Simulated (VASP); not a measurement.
A run of VASP 6.6.1:

Contents of INCAR:

```
ALGO = Fast ; EDIFF = 1E-6
ENCUT = 520 ; GGA = PE
ISIF = 2 ; ISMEAR = 0
LASPH = True ; LCHARG = False
LREAL = False ; LWAVE = False
NBANDS = 10 ; NELM = 80
PREC = Accurate ; SIGMA = 0.1
```

The input KPOINTS:

```
k-points
0
Gamma
  16 16 16
```

Contents of POSCAR:

```
Li
1.0
    0.0000000000      2.9469999400      2.9469999400
    2.9469999400      0.0000000000      2.9469999400
    2.9469999400      2.9469999400      0.0000000000
Li
2
Direct
    0.5000000000      0.5000000000      0.5000000000
    0.7500000000      0.7500000000      0.7500000000
```

Potentials or basis: VASP PAW PBE potentials, release 64 (Li_sv).

Command:

```sh
$ cat potpaw_PBE.64/Li_sv/POTCAR > POTCAR
$ mpirun -np 1 vasp_std > vasp.out
```

Hardware: 1 thread of Intel(R) Xeon(R) Platinum 8488C (Sapphire Rapids), with other jobs on the host.

Task: Estimate the wall time of this run.

Result: It took 54 s on 1 thread of Intel(R) Xeon(R) Platinum 8488C (Sapphire Rapids) (shared host), peak memory 0.18 GiB. Counts: scf iterations 13, k points 145.
